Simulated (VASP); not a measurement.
Sc3H:

```xyz
4
Lattice="3.9694 0.0000 0.0000 0.0000 3.9694 0.0000 0.0000 0.0000 3.9694" Properties=species:S:1:pos:R:3 pbc="T T T"
Sc    0.0000    1.9847    1.9847
Sc    1.9847    0.0000    1.9847
Sc    1.9847    1.9847    0.0000
H     0.0000    0.0000    0.0000
```

| Quantity | Value |
| --- | --- |
| Program | VASP 6.6.1 |
| Task | relaxation of cell and atoms |
| Functional | PBE |
| Potentials or basis | VASP PAW PBE potentials, release 64 (Sc_sv, H) |
| Cutoff | 600 eV |
| k mesh | 4 × 4 × 4 |
| Occupations | gaussian, width 0.1 eV |
| Spin | no spin polarisation |

At the start: pressure 16.8 GPa; volume 15.64 Å³/atom.

How do energy, volume and symmetry change on relaxing?

Over 3 steps the energy falls by 210.3 meV/atom and the volume is 20.48 Å³/atom (+31.0 %); space group Pm-3m (No. 221, to 0.1 Å) before and after.

Step by step:
```
step  energy change (eV)  largest force (eV/Å)  pressure (GPa)  volume (Å³)
   1              0.0000                0.0000           16.80        62.54
   2             -0.8261                0.0000            1.66        78.58
   3             -0.8410                0.0000           -0.21        81.92
```

Final structure:
```yaml
crystal:
  lattice:
    - [4.34304, 0.00000, 0.00000]
    - [0.00000, 4.34304, 0.00000]
    - [0.00000, 0.00000, 4.34304]
  atoms:
    - { symbol: Sc, position: [0.00000, 0.50000, 0.50000] }
    - { symbol: Sc, position: [0.50000, 0.00000, 0.50000] }
    - { symbol: Sc, position: [0.50000, 0.50000, 0.00000] }
    - { symbol: H, position: [0.00000, 0.00000, 0.00000] }
```

Caveat: the k points lie up to 0.36 Å⁻¹ apart in the final cell, too coarse for converged energies and pressures of a metal; the volume moved by over 15 % at a fixed basis, so the end points are rough.
